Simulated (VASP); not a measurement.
Mg2S:

```
CELL_PARAMETERS angstrom
-3.28756 3.28756 2.73657
3.28756 -3.28756 2.73657
3.28756 3.28756 -2.73657
ATOMIC_POSITIONS crystal
Mg 0.66700 0.16700 0.83400
Mg 0.16700 0.33300 0.50000
Mg 0.33300 0.83300 0.16600
Mg 0.83300 0.66700 0.50000
S 0.25000 0.25000 0.00000
S 0.75000 0.75000 0.00000
```

| Quantity | Value |
| --- | --- |
| Program | VASP 6.6.1 |
| Task | relaxation of cell and atoms |
| Functional | PBE |
| Potentials or basis | VASP PAW PBE potentials, release 64 (Mg, S) |
| Cutoff | 600 eV |
| k mesh | 10 × 10 × 10 |
| Occupations | gaussian, width 0.1 eV |
| Spin | no spin polarisation |

At the start: pressure 1.1 GPa; volume 19.72 Å³/atom.

Problem. How do energy, volume and symmetry change on relaxing?

Solution. Over 9 steps the energy falls by 336.3 meV/atom and the volume is 20.12 Å³/atom (+2.0 %); space group I4/mcm (No. 140, to 0.1 Å) before and after.

Step by step:
| step | energy change (eV) | largest force (eV/Å) | pressure (GPa) | volume (Å³) |
| --- | --- | --- | --- | --- |
| 1 | 0.0000 | 0.4141 | 1.07 | 118.31 |
| 2 | -0.5211 | 0.1411 | 0.22 | 120.34 |
| 3 | -1.6882 | 0.9003 | -0.85 | 124.03 |
| 4 | -1.8577 | 0.6866 | -0.11 | 122.13 |
| 5 | -1.8741 | 0.5905 | 0.41 | 121.14 |
| 6 | -2.0064 | 0.1277 | -0.45 | 122.08 |
| 7 | -2.0140 | 0.0200 | -0.63 | 122.38 |
| 8 | -2.0164 | 0.0041 | 0.38 | 119.82 |
| 9 | -2.0175 | 0.0041 | 0.01 | 120.70 |

Final structure:
```
Mg S
1.0
    -2.95604    2.95604    3.45322
     2.95604   -2.95604    3.45322
     2.95604    2.95604   -3.45322
Mg S
4 2
Direct
  0.67992 0.17992 0.85983
  0.17992 0.32008 0.50000
  0.32008 0.82008 0.14017
  0.82008 0.67992 0.50000
  0.25000 0.25000 0.00000
  0.75000 0.75000 0.00000
```
